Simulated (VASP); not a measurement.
Here is a VASP 6.6.1 calculation.

INCAR

```
PREC = Accurate ; ENCUT = 520
EDIFF = 1E-7 ; ISMEAR = -1
SIGMA = 0.1 ; LREAL = False
LASPH = True ; NELM = 100
ALGO = Normal ; ISIF = 2
LWAVE = False ; LCHARG = True
GGA = PE ; LELF = True
LVHAR = True ; NBANDS = 18
```

The input KPOINTS:

```
regular mesh
0
Gamma
  8 8 10
```

The input POSCAR:

```
Br
1.0
    5.1078692632      0.0000000000      0.0000000000
   -2.5539346316      4.4235445412      0.0000000000
    0.0000000000      0.0000000000      2.5135092047
Br
3
Direct
    0.0000000000      0.0000000000      0.0000000000
    0.3333333333      0.6666666667      0.5000000000
    0.6666666667      0.3333333333      0.5000000000
```

Potentials or basis: VASP PAW PBE potentials, release 64 (Br).

Run with:

```console
$ cat potpaw_PBE.64/Br/POTCAR > POTCAR
$ mpirun -np 1 vasp_std > vasp.out
```

Problem. Predict the band gap on the k mesh.

Solution. Zero (an odd number of electrons rules out a gap without spin polarisation).

Problem. Estimate the pressure.

Solution. 28.9 GPa.

Stress tensor (GPa, compression positive):
```
28.88  0.00  0.00
 0.00 28.88  0.00
 0.00  0.00 28.96
```

Caveat: the cell stands under pressure; an odd number of electrons without spin polarisation forces a metal; a magnetic or distorted state may lie lower.
